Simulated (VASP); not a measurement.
A run of VASP 6.6.1:

File INCAR:

```
SYSTEM = MgS
PREC = Accurate ; ENCUT = 520
EDIFF = 1E-7 ; ISMEAR = 0
SIGMA = 0.02 ; LREAL = .False.
LASPH = .True. ; NELM = 120
ALGO = Normal ; ISIF = 2
LWAVE = .False. ; LCHARG = .False.
GGA = PS ; IBRION = 2
NSW = 60 ; EDIFFG = -0.002
GGA_COMPAT = .False. ; NELMIN = 4
```

The input KPOINTS:

```
Automatic mesh
0
Gamma
  6 6 6
  0 0 0
```

File POSCAR:

```
MgS
1.0
    0.0156060791      2.6015160605      2.5859745410
    2.6015160605      0.0156060791      2.5859745410
    2.6171221396      2.6171221396      0.0000000000
Mg S
1 1
Direct
    0.0000000000      0.0000000000      0.0000000000
    0.5000000000      0.5000000000      0.5000000000
```

Potentials or basis: VASP PAW PBE potentials, release 64 (Mg, S).

Command:

```console
$ cat potpaw_PBE.64/Mg/POTCAR potpaw_PBE.64/S/POTCAR > POTCAR
$ mpirun -np 1 vasp_std > vasp.out
```

Hardware: 1 thread of Intel(R) Xeon(R) 6975P-C (Granite Rapids), with other jobs on the host.

Task: How long does it take, and how much memory?

Result: Run time: 8.8 s on 1 thread of Intel(R) Xeon(R) 6975P-C (Granite Rapids) (shared host), peak memory 0.15 GiB. Counts: scf iterations 13, k points 46, ion steps 1.
